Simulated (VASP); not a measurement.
Write the native input for VASP 6.6.1 that does the following.

* Task: single point
* Functional: PBE
* Potentials or basis: VASP PAW PBE potentials, release 64 (Ni)
* Cutoff: 520 eV
* k mesh: 17 × 17 × 17
* Occupations: fermi-dirac, width 0.05 eV
* Spin: collinear spin, ferromagnetic start
* Starting moments: [-0.839, -0.839] μB
* Dipole correction: no
* Further INCAR settings: ALGO = Normal; EDIFF = 1e-06; NBANDS = 21

The structure of Ni lies in POSCAR:

```
Ni
1.0
    0.0000000000      2.5836793819      2.5836793819
    2.5836793819      0.0000000000      2.5836793819
    2.5836793819      2.5836793819      0.0000000000
Ni
2
Direct
    0.1250000000      0.1250000000      0.1250000000
    0.8750000000      0.8750000000      0.8750000000
```

This isn't the form of Ni at room conditions, which is fcc.

One way to write it, as run:

INCAR

```
  PREC = Accurate
  ENCUT = 520
  EDIFF = 1E-6
  ISMEAR = -1
  SIGMA = 0.05
  LREAL = F
  LASPH = T
  NELM = 150
  ALGO = Normal
  ISIF = 2
  LWAVE = F
  LCHARG = F
  ISPIN = 2
  MAGMOM = -0.839 -0.839
  LORBIT = 11
  LMAXMIX = 4
  GGA = PE
  NBANDS = 21
```

KPOINTS

```
regular mesh
0
Gamma
  17 17 17
```

Potentials or basis: VASP PAW PBE potentials, release 64 (Ni).

The run is started by

```sh
$ cat potpaw_PBE.64/Ni/POTCAR > POTCAR
$ mpirun -np 1 vasp_std > vasp.out
```

It gave:

* Pressure: -2.9 GPa
* Net moment: -1.59 μB per cell
* Site moments: Ni -0.80 μB
* Valence electrons inside the program's atomic spheres: Ni 9.17

It took 4.8 min on 1 thread of Oxide Virtual Turin-like Processor (shared host), peak memory 0.25 GiB.
